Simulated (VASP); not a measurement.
Al, 1 atom in the cell. Symmetry: Im-3m, No. 229, cubic system. Conventional cell: a = 3.182 Å, b = 3.182 Å, c = 3.182 Å, α = 90.00°, β = 90.00°, γ = 90.00°. Within 3.6 Å of Al (site symmetry m-3m) lie 14 Al at 2.76 to 3.18 Å. 

* Program: VASP 6.6.1
* Task: single point
* Functional: PBE
* Potentials or basis: VASP PAW PBE potentials, release 64 (Al)
* Cutoff: 520 eV
* k mesh: 12 × 12 × 12
* Occupations: gaussian, width 0.013 eV
* Spin: no spin polarisation
* Dipole correction: no
* Further INCAR settings: ALGO = Fast; EDIFF = 1e-07; NBANDS = 8

Potentials or basis: VASP PAW PBE potentials, release 64 (Al).

Launch:

```bash
$ cat potpaw_PBE.64/Al/POTCAR > POTCAR
$ mpirun -np 1 vasp_std > vasp.out
```

Hardware: 1 thread of Intel(R) Xeon(R) Platinum 8488C (Sapphire Rapids), on a shared host.

Task: Estimate the wall time of this run.

Result: It took 8.8 s on 1 thread of Intel(R) Xeon(R) Platinum 8488C (Sapphire Rapids), with other jobs on the host, peak memory 0.12 GiB. Counts: scf iterations 17, k points 72.
